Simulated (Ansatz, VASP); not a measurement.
**Au in VASP and in Ansatz**

Contents of INCAR:

```
ALGO = Normal
EDIFF = 1E-6
ENCUT = 500
GGA = PE
GGA_COMPAT = F
ISIF = 2
ISMEAR = -1
LASPH = T
LCHARG = F
LREAL = F
LWAVE = F
NBANDS = 12
NELM = 120
PREC = Accurate
SIGMA = 0.1
```

File KPOINTS:

```
k-points
0
Gamma
  19 19 19
```

File POSCAR:

```
Au
1.0
    0.0000000000      1.7679344453      1.7679344453
    1.7679344453      0.0000000000      1.7679344453
    1.7679344453      1.7679344453      0.0000000000
Au
1
Direct
    0.0000000000      0.0000000000      0.0000000000
```

Input for Ansatz:

```yaml
crystal:
  lattice:
    - [0.0, 1.7679344453, 1.7679344453]
    - [1.7679344453, 0.0, 1.7679344453]
    - [1.7679344453, 1.7679344453, 0.0]
  atoms:
    - { symbol: Au, position: [0.0, 0.0, 0.0] }
kpoints:
  mp_grid: { grid: [19, 19, 19] }
scf:
  occupations: { method: fermi_dirac, width: 0.1 }
hamiltonian:
  xc: pbe
  pseudopotentials: { kind: paw }
output:
  forces: true
  stress: true
  eigenvalues: true
```

Change from the starting cell: volume scaled by 0.615, to set the pressure.

Alike in both runs: task single point; functional PBE; k mesh 19 × 19 × 19; occupations fermi-dirac, width 0.1 eV; no spin polarisation.

```csv
,VASP,Ansatz
version,VASP 6.6.1,Ansatz 0.2.0
potentials or method,"VASP PAW PBE potentials, release 64 (Au)","PAW with Ansatz's default frozen-core files, scalar-relativistic"
plane-wave cutoff (eV),500,420
valence electrons in the cell,11,19
```

VASP gave:

| Property | Result |
| --- | --- |
| pressure (GPa) | 269.4 |

**Question.** Estimate Ansatz's values.

**Answer.** Pressure (GPa): 268.2.

Both programs put the cell under a high pressure, so it lies far from rest at this level. The functional is the same, so the differences come from potentials, cutoffs and numerics. VASP's potentials hold 11 valence electrons a cell and Ansatz's 19, so a difference there can come from the potentials and not from the codes.

Neither program's run includes spin-orbit coupling. Noted on VASP's run: the cell as given lies far from equilibrium.
